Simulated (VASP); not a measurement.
# YTl2: single point with PBE

The system is YTl2.

```
CELL_PARAMETERS angstrom
0.00000 4.39354 4.39354
4.39354 0.00000 4.39354
4.39354 4.39354 0.00000
ATOMIC_POSITIONS crystal
Y 0.00000 0.00000 0.00000
Y 0.25000 0.25000 0.25000
Tl 0.62500 0.62500 0.62500
Tl 0.12500 0.62500 0.62500
Tl 0.62500 0.62500 0.12500
Tl 0.62500 0.12500 0.62500
```

```json
{
  "Program": "VASP 6.6.1",
  "Task": "single point",
  "Functional": "PBE",
  "Potentials or basis": "VASP PAW PBE potentials, release 64 (Y_sv, Tl_d)",
  "Cutoff": "520 eV",
  "k mesh": "8 × 8 × 8",
  "Occupations": "gaussian, width 0.1 eV",
  "Spin": "no spin polarisation"
}
```

```json
{"Pressure": "0.0 GPa", "Band gap on the k mesh": "zero (bands 37 and 38 overlap by 2.22 eV)"}
```

Levels at points of the mesh, in eV from the Fermi level:
| k point | band 35 | band 36 | band 37 | band 38 | band 39 | band 40 |
| --- | --- | --- | --- | --- | --- | --- |
| (0.00, 0.00, 0.00) | -2.23 | -2.23 | -1.72 | -1.72 | 0.39 | 1.14 |
| (0.50, 0.00, 0.00) | -1.56 | -0.23 | -0.23 | -0.06 | 0.95 | 0.95 |
| (0.50, 0.50, 0.00) | 0.31 | 0.31 | 0.41 | 0.41 | 1.34 | 1.34 |

It took 11 min on 1 thread of Intel(R) Xeon(R) Platinum 8488C (Sapphire Rapids), on a shared host, peak memory 0.45 GiB.

Caveat: spin-orbit coupling is left out, which moves the levels of the heavy elements.
